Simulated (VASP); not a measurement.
Runs of VASP 6.6.1 on PbSe. Symmetry: F-43m, No. 216, cubic system. The conventional cell has a = 6.846 Å, b = 6.846 Å, c = 6.846 Å, α = 90.00°, β = 90.00°, γ = 90.00°. Pb (site symmetry -43m) has 4 Se at 2.96 Å within 3.9 Å. Within 3.9 Å of Se (site symmetry -43m) lie 4 Pb at 2.96 Å. 

| task | level | potentials or basis | k mesh | cutoff (eV) | smearing | GW scheme | GW iterations | cutoff of the response function | frequency points | empty bands | gap on the mesh (eV) | pressure (GPa) |
| --- | --- | --- | --- | --- | --- | --- | --- | --- | --- | --- | --- | --- |
| single point | PBE | VASP PAW PBE potentials, release 64 (Pb_d, Se) | 4 × 4 × 4 | 500 | methfessel-paxton 0.2 eV | - | - | - | - | - | 0.62 | 0.7 |
| single point | PBE-based screened hybrid | VASP PAW PBE potentials, release 64 (Pb_d, Se) | 4 × 4 × 4 | 520 | gaussian 0.01 eV | - | - | - | - | - | 0.90 | 0.4 |
| single point | HSE06 | VASP PAW PBE potentials, release 64 (Pb_d, Se) | 4 × 4 × 4 | 520 | gaussian 0.01 eV | - | - | - | - | - | 1.07 | 0.0 |
| single point | PBE | VASP PAW PBE potentials, release 64 (Pb_d, Se) | 4 × 4 × 4 | 500 | gaussian 0.2 eV | - | - | - | - | - | 0.62 | 0.7 |
| single point | PBE | VASP PAW PBE potentials, release 64 (Pb_d, Se) | 4 × 4 × 4 | 500 | gaussian 0.001 eV | - | - | - | - | - | 0.62 | 0.7 |
| single point | PBE | VASP PAW PBE potentials, release 64 (Pb_d, Se) | 4 × 4 × 4 | 500 | methfessel-paxton 0.001 eV | - | - | - | - | - | 0.62 | 0.7 |
| single point | LDA | VASP PAW LDA potentials, release 64 (Pb_d, Se) | 2 × 2 × 2 | 500 | gaussian 0.01 eV | - | - | - | - | - | (a) | (b) |

Alike in all rows: no spin polarisation; cell a = 4.841 Å, angles 60.0°, 2 atoms.

Estimate the missing entries.

(a) 1.01; (b) -2.9.

Caveats: some runs use coarse meshes; spin-orbit coupling is left out, which moves the levels of the heavy elements; the PAW data sets were made with another functional, which shifts forces and pressure a little (some runs).

A k mesh can miss the band edges, and the runs leave out spin-orbit coupling on Pb, Se.
